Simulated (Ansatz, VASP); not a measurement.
**One calculation of MnSb, two programs**

```
CELL_PARAMETERS angstrom
4.38540 0.00000 0.00000
-2.19270 3.79786 0.00000
0.00000 0.00000 6.10785
ATOMIC_POSITIONS crystal
Mn 0.00000 0.00000 0.00000
Mn 0.00000 0.00000 0.50000
Sb 0.33333 0.66667 0.25000
Sb 0.66667 0.33333 0.75000
```

Change from the starting cell: volume scaled by 1.18, no spin polarisation, PAW files.

Alike in both runs: task single point; functional PBEsol; k mesh 9 × 9 × 6; occupations fermi-dirac, width 0.1 eV; no spin polarisation.

```csv
,VASP,Ansatz
version,VASP 6.6.1,Ansatz 0.2.0
potentials or method,"VASP PAW PBE potentials, release 64 (Mn_pv, Sb)","PAW with Ansatz's default frozen-core files, scalar-relativistic"
plane-wave cutoff (eV),520,420
valence electrons in the cell,36,60
```

Ansatz gave:

* pressure (GPa): -22.4
* traceless stress, the component that is largest in VASP (GPa): -2.82

Estimate VASP's values.

pressure (GPa): -22.3; traceless stress, the component that is largest in VASP (GPa): -2.75.

VASP's potentials were made for PBE, not for PBEsol. With one functional, cell and mesh, what is left measures potentials, basis and numerics. VASP's potentials hold 36 valence electrons a cell and Ansatz's 60, so a difference there can come from the potentials and not from the codes.

Neither program's run includes spin-orbit coupling.
